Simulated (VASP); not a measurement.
# YW (P-6m2) in VASP: single point with PBE

Aim: the single point of YW with PBE.

Everything below comes from runs of VASP 6.6.1. Logs are shortened: lines on timing, memory, paths and dates and some standing lists are left out, and cuts for length are marked.

## 1. The cell of the first run

It takes space group P-6m2 (No. 187, hexagonal). Conventional cell: a = 3.036 Å, b = 3.036 Å, c = 5.278 Å, α = 90.00°, β = 90.00°, γ = 120.00°. Y (site symmetry -6m2) has 6 Y at 3.04 Å and 6 W at 3.17 Å within 4.0 Å. W (site symmetry -6m2) has 6 W at 3.04 Å and 6 Y at 3.17 Å within 4.0 Å.

## 2. Single point, PBE

INCAR

```
PREC     = Accurate       # precision mode
ENCUT    = 520            # plane-wave cutoff, eV
EDIFF    = 1E-6           # SCF threshold, eV
ISMEAR   = 0              # smearing method
SIGMA    = 0.1            # smearing width, eV
LREAL    = F              # projectors in reciprocal space
LASPH    = T              # aspherical terms in the spheres
NELM     = 100            # most SCF steps
ALGO     = Fast           # electronic algorithm
ISIF     = 2              # what is computed and relaxed
LWAVE    = F              # write WAVECAR
LCHARG   = F              # write CHGCAR
GGA      = PE             # functional
NBANDS   = 20             # bands
```

KPOINTS

```
regular mesh
0
Gamma
  18 18 12
```

POSCAR

```
YW
1.0
    3.0358927675      0.0000000000      0.0000000000
   -1.5179463838      2.6291602598      0.0000000000
    0.0000000000      0.0000000000      5.2782783035
Y W
1 1
Direct
    0.6666666667      0.3333333333      0.0000000000
    0.0000000000      0.0000000000      0.5000000000
```

Potentials or basis: VASP PAW PBE potentials, release 64 (Y_sv, W_sv).

Launch:

```
> cat potpaw_PBE.64/Y_sv/POTCAR potpaw_PBE.64/W_sv/POTCAR > POTCAR
> mpirun -np 1 vasp_std > vasp.out
```

OUTCAR:

```text
PREC = Accurate
   ENCUT = 520
   EDIFF = 1E-6
   ISMEAR = 0
   LREAL = F
   LASPH = T
   NELM = 100
   ISIF = 2
   GGA = PE

 ion  position               nearest neighbor table
   1  0.667  0.333  0.000-   2 3.17   2 3.17   2 3.17   2 3.17   2 3.17   2 3.17
   2  0.000  0.000  0.500-   1 3.17   1 3.17   1 3.17   1 3.17   1 3.17   1 3.17

  LATTYP: Found a hexagonal cell.
 ALAT       =     3.0358927675
 C/A-ratio  =     1.7386247499

  Lattice vectors:

 A1 = (   3.0358927675,   0.0000000000,   0.0000000000)
 A2 = (  -1.5179463838,   2.6291602598,   0.0000000000)
 A3 = (   0.0000000000,   0.0000000000,   5.2782783035)

Analysis of symmetry for initial positions (statically):
=====================================================================
 Subroutine PRICEL returns:
 Original cell was already a primitive cell.

 Routine SETGRP: Setting up the symmetry group for a
 hexagonal supercell.

 Subroutine GETGRP returns: Found 12 space group operations
 (whereof 12 operations were pure point group operations)
 out of a pool of 24 trial point group operations.

The static configuration has the point symmetry D_3h.

Analysis of symmetry for dynamics (positions and initial velocities):
=====================================================================
 Subroutine PRICEL returns:
 Original cell was already a primitive cell.

 Routine SETGRP: Setting up the symmetry group for a
 hexagonal supercell.

 Subroutine GETGRP returns: Found 12 space group operations
 (whereof 12 operations were pure point group operations)
 out of a pool of 24 trial point group operations.

The dynamic configuration has the point symmetry D_3h.

 Subroutine INISYM returns: Found 12 space group operations
 (whereof 12 operations are pure point group operations),
 and found     1 'primitive' translations

----------------------------------------------------------------------------------------

                                     Primitive cell

  volume of cell :      42.1304

  direct lattice vectors                    reciprocal lattice vectors
     3.035892768  0.000000000  0.000000000     0.329392398  0.190174790  0.000000000
    -1.517946384  2.629160260  0.000000000     0.000000000  0.380349580  0.000000000
[... 74 lines left out ...]
   NGXF,Y,Z  is equivalent  to a cutoff of  26.28, 26.28, 25.20 a.u.
 SYSTEM =  unknown system
   PREC   = accura    normal or accurate (medium, high low for compatibility)
   ISTART =      0    job   : 0-new  1-cont  2-samecut
   ICHARG =      2    charge: 1-file 2-atom 10-const
   ISPIN  =      1    spin polarized calculation?
   LNONCOLLINEAR =      F non collinear calculations
   LSORBIT =      F    spin-orbit coupling
   LASPH  =      T    aspherical Exc in radial PAW
   ENCUT  =  520.0 eV  38.22 Ry    6.18 a.u.   5.64  5.64  9.81*2*pi/ulx,y,z
   NELM   =    100;   NELMIN=  2; NELMDL= -5     # of ELM steps
   EDIFF  = 0.1E-05   stopping-criterion for ELM
   LREAL  =      F    real-space projection
   EDIFFG = 0.1E-04   stopping-criterion for IOM
   NSW    =      0    number of steps for IOM
   IBRION =     -1    ionic relax: 0-MD 1-quasi-New 2-CG
   NFREE  =      0    steps in history (QN), initial steepest desc. (CG)
   ISIF   =      2    stress and relaxation
   ISYM   =      2    0-nonsym 1-usesym 2-fastsym
   POTIM  = 0.5000    time-step for ionic-motion
   TEBEG  =    0.0;   TEEND  =   0.0 temperature during run
   PSTRESS=    0.0 pullay stress
   NELECT =      25.0000    total number of electrons
   NUPDOWN=      -1.0000    fix difference up-down
   EMIN   =  10.00;   EMAX   =-10.00  energy-range for DOS
   EFERMI =   0.00;   METHOD = LEGACY
   ISMEAR =     0;   SIGMA  =   0.10  broadening in eV -4-tet -1-fermi 0-gaus
   EFERMI_NEDOS =   21; number of points for ismear=-14 and -15
   IALGO  =     68    algorithm
   IMIX   =      4    mixing-type and parameters
     AMIX     =   0.40;   BMIX     =  1.00
     AMIX_MAG =   1.60;   BMIX_MAG =  1.00
  volume/ion in A,a.u.               =      21.07       142.16
  Fermi-wavevector in a.u.,A,eV,Ry     =   1.375697  2.599691 25.749615  1.892543
  Thomas-Fermi vector in A             =   2.501010
   LORBIT       =      0    0 simple, 1 ext, 2 COOP (PROOUT), +10 PAW based schemes
   GGA     = PE    functional components
   LHFCALC =     F    Hartree Fock is set to
   AEXX    =    0.0000 exact exchange contribution
   IVDW    =     0    specifies the selected vdW correction
   LEPSILON=     F    determine dielectric tensor
   LRPA    =     F    only Hartree local field effects (RPA)
 non-spin polarized calculation
 RMM-DIIS sequential band-by-band and
 Gauss-broadening in eV      SIGMA  =   0.10
  energy-cutoff  :      520.00
  volume of cell :       42.13
 maximum number of plane-waves:      1160
 NGX is ok and might be reduce to    24
   NGX = 11   NGY = 11   NGZ = 19

 number of electron      25.0000000 magnetization

 Free energy of the ion-electron system (eV)
  ---------------------------------------------------
  ext. energy  EPLUGINS =         0.00000000
  ---------------------------------------------------
  free energy    TOTEN  =       -17.67326129 eV

  energy without entropy =      -17.66240410  energy(sigma->0) =      -17.66783269

 E-fermi :   6.6104     XC(G=0): -11.6775

 val. band max:        6.6089057052   @ k =   0.3889   0.1111   0.0000
 cond. band min:       6.6103940520   @ k =   0.2222   0.2222   0.3333
 fundamental gap:      0.0014883468
 Fermi energy:         6.6103836180

 k-point     1 :       0.0000    0.0000    0.0000
  band No.  band energies     occupation
      1     -67.3359      2.00000
      2     -35.4554      2.00000
      3     -31.5525      2.00000
      4     -31.2107      2.00000
      5     -31.2107      2.00000
      6     -15.4374      2.00000
[... 541 lines left out ...]
     19      13.6049      0.00000
     20      15.0748      0.00000

 [... further k-points ...]
[... 5 lines left out ...]
  --------------------------------------------------------------------------------------
  -------------------------------------------------------------------------------------
  Total       -0.0324317     -0.0324317     -0.0584640      0.0000000      0.0000000      0.0000000
  in kB       -1.2333461     -1.2333461     -2.2233288      0.0000000      0.0000000      0.0000000
  external PRESSURE =      -1.5633403 kB  Pullay stress =       0.0000000 kB

 VOLUME and BASIS-vectors are now :
 -----------------------------------------------------------------------------
  energy-cutoff  :      520.00
  volume of cell :       42.13
      direct lattice vectors                 reciprocal lattice vectors
     3.035892768  0.000000000  0.000000000     0.329392398  0.190174790  0.000000000
    -1.517946384  2.629160260  0.000000000     0.000000000  0.380349580  0.000000000
     0.000000000  0.000000000  5.278278303     0.000000000  0.000000000  0.189455717

 POSITION                                       TOTAL-FORCE (eV/Angst)
 -----------------------------------------------------------------------------------
      1.51795      0.87639      0.00000         0.000000     -0.000000      0.000000
      0.00000      0.00000      2.63914        -0.000000      0.000000      0.000000
 -----------------------------------------------------------------------------------
    total drift:                               -0.000000      0.000000      0.000000

  FREE ENERGIE OF THE ION-ELECTRON SYSTEM (eV)
  ---------------------------------------------------
  free  energy   TOTEN  =       -17.6732612897 eV

  energy  without entropy=      -17.6624040956  energy(sigma->0) =      -17.66783269
```

OSZICAR:

```text
N       E                     dE             d eps       ncg     rms          rms(c)
DAV:   1     0.198716135955E+03    0.19872E+03   -0.14047E+04 10408   0.129E+03
DAV:   2    -0.912107030243E+01   -0.20784E+03   -0.20355E+03 11572   0.377E+02
DAV:   3    -0.184219084138E+02   -0.93008E+01   -0.91162E+01 16320   0.644E+01
[... 11 lines left out ...]
RMM:  15    -0.176732635202E+02   -0.22831E-04   -0.15778E-04 15641   0.473E-02    0.990E-02
RMM:  16    -0.176732575582E+02    0.59620E-05   -0.74084E-05 13948   0.440E-02    0.339E-02
RMM:  17    -0.176732594805E+02   -0.19223E-05   -0.40557E-05 13599   0.349E-02    0.267E-02
RMM:  18    -0.176732621201E+02   -0.26396E-05   -0.16584E-05 12584   0.152E-02    0.348E-02
RMM:  19    -0.176732612897E+02    0.83043E-06   -0.77696E-06 10934   0.122E-02
   1 F= -.17673261E+02 E0= -.17667833E+02  d E =-.108572E-01
```

stdout:

```text
POSCAR found type information on POSCAR Y W
 POSCAR found :  2 types and       2 ions
 scaLAPACK will be used
 LDA part: xc-table for (Slater+PW92), standard interpolation
 POSCAR, INCAR and KPOINTS ok, starting setup
 FFT: planning ... GRIDC
 FFT: planning ... GRID_SOFT
 FFT: planning ... GRID
 WAVECAR not read
 entering main loop
WARNING in EDDRMM: call to ZHEGV failed, returncode =   8  4     17
WARNING in EDDRMM: call to ZHEGV failed, returncode =   6  3     10
WARNING in EDDRMM: call to ZHEGV failed, returncode =   6  3     11
WARNING in EDDRMM: call to ZHEGV failed, returncode =   8  4     20
```

Wall time 3.7 min (1 thread of Intel Xeon Platinum 8259CL at 2.50GHz (Skylake/Cascade Lake), shared host); peak memory 0.36 GiB.

Results:

```yaml
Free_energy: -17.6733 eV
Pressure: -0.2 GPa
```

Caveat: spin-orbit coupling is left out, which moves the levels of the heavy elements.
